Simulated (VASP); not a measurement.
Input of a VASP 6.6.1 run:

File INCAR:

```
PREC = Accurate ; ENCUT = 500
EDIFF = 1E-6 ; ISMEAR = 0
SIGMA = 0.02 ; LREAL = F
LASPH = T ; NELM = 120
ALGO = Normal ; ISIF = 2
LWAVE = F ; LCHARG = F
GGA = PS ; NBANDS = 20
ISYM = 0 ; GGA_COMPAT = F
```

Contents of KPOINTS:

```
regular mesh
0
Gamma
  9 9 4
```

The input POSCAR:

```
WS2
1.0
    3.1431208283     -0.0000000001     -0.0000351519
   -1.5715604142      2.7220224846      0.0000000000
    1.5714890462      0.9072996238      6.3820491024
W S
1 2
Direct
    0.0013439122      0.0006719561     -0.0020146338
    0.5042119214      0.2521059607      0.2437036608
    0.8318441664      0.4159220832      0.7522109730
```

Potentials or basis: VASP PAW PBE potentials, release 64 (W_sv, S).

Command:

```console
$ cat potpaw_PBE.64/W_sv/POTCAR potpaw_PBE.64/S/POTCAR > POTCAR
$ mpirun -np 1 vasp_std > vasp.out
```

(1) Estimate the largest force.

(2) What does it give for the band gap on the k mesh?

## Answers

(1) 0.021 eV/Å.

(2) 1.28 eV, indirect (least direct gap 1.96 eV).

Caveat: the PAW data sets were made with another functional, which shifts forces and pressure a little; spin-orbit coupling is left out, which moves the levels of the heavy elements.
